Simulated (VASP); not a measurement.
# GaN in VASP: further runs, part 2 of 2

VASP 6.6.1.

## (3) Single point, PBE

This run uses another cell than the first one: it holds 6 atoms, not 2.

Contents of INCAR:

```
SYSTEM = GaN
PREC = Accurate
ENCUT = 520
EDIFF = 1E-7
ISMEAR = 0
SIGMA = 0.1
LREAL = .False.
LASPH = .True.
NELM = 80
ALGO = Normal
ISIF = 2
LWAVE = .False.
LCHARG = .False.
GGA = PE
NBANDS = 36
```

Contents of KPOINTS:

```
regular mesh
0
Gamma
  6 6 4
  0 0 0
```

Contents of POSCAR:

```
GaN
1.0
    3.0177568202      0.0000000000      0.0000000000
   -1.5088784101      2.6134540687      0.0000000000
    0.0000000000      0.0000000000      7.3919945255
Ga N
3 3
Direct
    0.3333333333      0.6666666667      0.8333342291
    0.0000000000      0.0000000000      0.5000000000
    0.6666666667      0.3333333333      0.1666657709
    0.0000000000      0.0000000000      0.0000000000
    0.6666666667      0.3333333333      0.6666388812
    0.3333333333      0.6666666667      0.3333611188
```

Potentials or basis: VASP PAW PBE potentials, release 64 (Ga_d, N).

On the command line:

```sh
$ cat potpaw_PBE.64/Ga_d/POTCAR potpaw_PBE.64/N/POTCAR > POTCAR
$ mpirun -np 1 vasp_std > vasp.out
```

Wall time 80 s (1 thread of Intel Xeon 8259CL, shared host); peak memory 0.19 GiB.

It converged, with:

```
Free energy            : -33.5995 eV
Pressure               : 0.7 GPa
Band gap on the k mesh : 0.39 eV
```

Levels at points of the mesh, in eV from the valence-band top:
| k point | band 25 | band 26 | band 27 | band 28 | band 29 | band 30 |
| --- | --- | --- | --- | --- | --- | --- |
| (0.00, 0.00, 0.00) | -0.28 | -0.28 | -0.28 | 1.90 | 4.79 | 4.79 |
| (0.50, 0.00, 0.00) | -2.04 | -1.04 | -1.04 | 0.39 | 5.18 | 5.18 |
| (0.00, 0.00, 0.50) | -0.44 | -0.18 | -0.18 | 3.81 | 3.81 | 4.56 |
| (0.50, 0.00, 0.50) | -2.38 | -0.18 | -0.18 | 2.34 | 2.34 | 4.56 |

A k mesh can miss the band edges.

## (4) Relaxation of cell and atoms, PBE

Contents of INCAR:

```
SYSTEM = GaN
  PREC = Accurate
  ENCUT = 600
  EDIFF = 1E-6
  ISMEAR = 0
  SIGMA = 0.02
  LREAL = .False.
  LASPH = .True.
  NELM = 60
  ALGO = Normal
  ISIF = 3
  LWAVE = .False.
  LCHARG = .False.
  GGA = PE
  IBRION = 2
  NSW = 100
  EDIFFG = -0.01
```

Contents of KPOINTS:

```
regular mesh
0
Gamma
  14 14 14
  0 0 0
```

Contents of POSCAR:

```
GaN
1.0
    0.0000000000      2.1338792125      2.1338792125
    2.1338792125      0.0000000000      2.1338792125
    2.1338792125      2.1338792125      0.0000000000
Ga N
1 1
Direct
    0.5000000000      0.5000000000      0.5000000000
    0.0000000000      0.0000000000      0.0000000000
```

Potentials or basis: VASP PAW PBE potentials, release 64 (Ga_d, N).

On the command line:

```sh
$ cat potpaw_PBE.64/Ga_d/POTCAR potpaw_PBE.64/N/POTCAR > POTCAR
$ mpirun -np 1 vasp_std > vasp.out
```

OUTCAR:

```text
SYSTEM = GaN
   PREC = Accurate
   ENCUT = 600
   EDIFF = 1E-6
   ISMEAR = 0
   LREAL = .False.
   LASPH = .True.
   NELM = 60
   ISIF = 3
   GGA = PE
   IBRION = 2
   NSW = 100
   EDIFFG = -0.01

 ion  position               nearest neighbor table
   1  0.500  0.500  0.500-   2 2.13   2 2.13   2 2.13   2 2.13   2 2.13   2 2.13
   2  0.000  0.000  0.000-   1 2.13   1 2.13   1 2.13   1 2.13   1 2.13   1 2.13

  LATTYP: Found a face centered cubic cell.
 ALAT       =     4.2677584250

  Lattice vectors:

 A1 = (   0.0000000000,   2.1338792125,   2.1338792125)
 A2 = (   2.1338792125,   0.0000000000,   2.1338792125)
 A3 = (   2.1338792125,   2.1338792125,   0.0000000000)

Analysis of symmetry for initial positions (statically):
=====================================================================
 Subroutine PRICEL returns:
[... 267 lines left out ...]
      5      -6.4154      2.00000
      6      -6.4154      2.00000
      7       7.0233      2.00000
      8       7.0233      2.00000
      9       7.0233      2.00000
     10       9.3735      0.00000
     11      22.0371      0.00000
     12      22.0371      0.00000
     13      22.0371      0.00000
[... 354 lines left out ...]
  band No.  band energies     occupation
      1      -8.2873      2.00000
      2      -6.5595      2.00000
      3      -6.5021      2.00000
      4      -6.4751      2.00000
      5      -6.3483      2.00000
      6      -6.3353      2.00000
      7       3.0993      2.00000
      8       6.2762      2.00000
      9       6.5161      2.00000
     10      12.6435      0.00000
     11      15.9255      0.00000
     12      17.5361      0.00000
     13      19.6103      0.00000

 [... further k-points ...]

------------------------ aborting loop because EDIFF is reached ----------------------------------------

  FORCE on cell =-STRESS in cart. coord.  units (eV):
  Direction    XX          YY          ZZ          XY          YZ          ZX
  --------------------------------------------------------------------------------------
  -------------------------------------------------------------------------------------
  Total        0.0080677      0.0080677      0.0080677     -0.0000000      0.0000000      0.0000000
  in kB        0.6630297      0.6630297      0.6630297     -0.0000000      0.0000000      0.0000000
  external PRESSURE =       0.6630297 kB  Pullay stress =       0.0000000 kB
[... 17 lines left out ...]
  FREE ENERGIE OF THE ION-ELECTRON SYSTEM (eV)
  ---------------------------------------------------
  free  energy   TOTEN  =       -11.2084701827 eV

  energy  without entropy=      -11.2084701827  energy(sigma->0) =      -11.20847018

 reached required accuracy - stopping structural energy minimisation
```

OSZICAR:

```text
N       E                     dE             d eps       ncg     rms          rms(c)
DAV:   1     0.870712728721E+02    0.87071E+02   -0.10291E+04  2825   0.286E+03
DAV:   2    -0.606560687882E+01   -0.93137E+02   -0.87712E+02  3117   0.388E+02
DAV:   3    -0.128942826748E+02   -0.68287E+01   -0.67178E+01  3029   0.881E+01
DAV:   4    -0.129989599643E+02   -0.10468E+00   -0.10460E+00  3136   0.118E+01
[... 19 lines left out ...]
DAV:   1    -0.112092673736E+02   -0.87736E-03   -0.11554E-02  3159   0.299E+00    0.172E-01
DAV:   2    -0.112086583208E+02    0.60905E-03   -0.94470E-04  3264   0.106E+00    0.819E-02
DAV:   3    -0.112084861773E+02    0.17214E-03   -0.24824E-04  3280   0.574E-01    0.164E-02
DAV:   4    -0.112084704636E+02    0.15714E-04   -0.36852E-05  3709   0.916E-02    0.358E-03
DAV:   5    -0.112084701827E+02    0.28083E-06   -0.13851E-06  1575   0.166E-02
   3 F= -.11208470E+02 E0= -.11208470E+02  d E =-.119765E-03
```

Run time: 66 s. Hardware: 1 thread of Intel Xeon 8259CL, shared host; peak memory 0.17 GiB.

Results:

```
Free energy                           : -11.2085 eV
Relaxed volume                        : 9.75 Å³/atom
Relaxed cell                          : a = 3.021 Å, b = 3.021 Å, c = 3.021 Å, α = 60.00°, β = 60.00°, γ = 60.00°
Space group after relaxing (to 0.1 Å) : Fm-3m (No. 225)
Energy gained by relaxing             : 0.1 meV/atom
Ionic steps                           : 3
Pressure after relaxing               : 0.1 GPa
Band gap on the k mesh                : 0.39 eV (least direct gap 2.35 eV)
```

Step by step:
```tsv
step	energy change (eV)	largest force (eV/Å)	pressure (GPa)	volume (Å³)
1	0.0000	0.0000	0.64	19.43
2	0.0000	0.0000	-0.66	19.54
3	-0.0001	0.0000	0.07	19.50
```

Final structure:
```yaml
crystal:
  lattice:
    - [0.00000, 2.13615, 2.13615]
    - [2.13615, 0.00000, 2.13615]
    - [2.13615, 2.13615, 0.00000]
  atoms:
    - { symbol: Ga, position: [0.50000, 0.50000, 0.50000] }
    - { symbol: N, position: [0.00000, 0.00000, 0.00000] }
```

A k mesh can miss the band edges.

## (5) The runs side by side

```tsv
task	cell	k mesh	cutoff (eV)	smearing	gap on the mesh (eV)	pressure (GPa)
single point	a = 3.018 Å, angles 60.0°, 2 atoms, atomic positions A	14 × 14 × 14	520	gaussian 0.02 eV	0.41	0.8
single point	a = 3.018, b = 3.018, c = 7.392 Å, angles 90.0, 90.0, 120.0°, 6 atoms, atomic positions B	6 × 6 × 4	520	gaussian 0.1 eV	0.39	0.7
relaxation of cell and atoms	relaxed from a = 3.018 Å, angles 60.0°, 2 atoms, atomic positions A	14 × 14 × 14	600	gaussian 0.02 eV	0.39	0.1
```

Alike in all rows: level PBE; potentials or basis VASP PAW PBE potentials, release 64 (Ga_d, N); no spin polarisation.

Absolute energies hang on the potentials; compare differences alone.
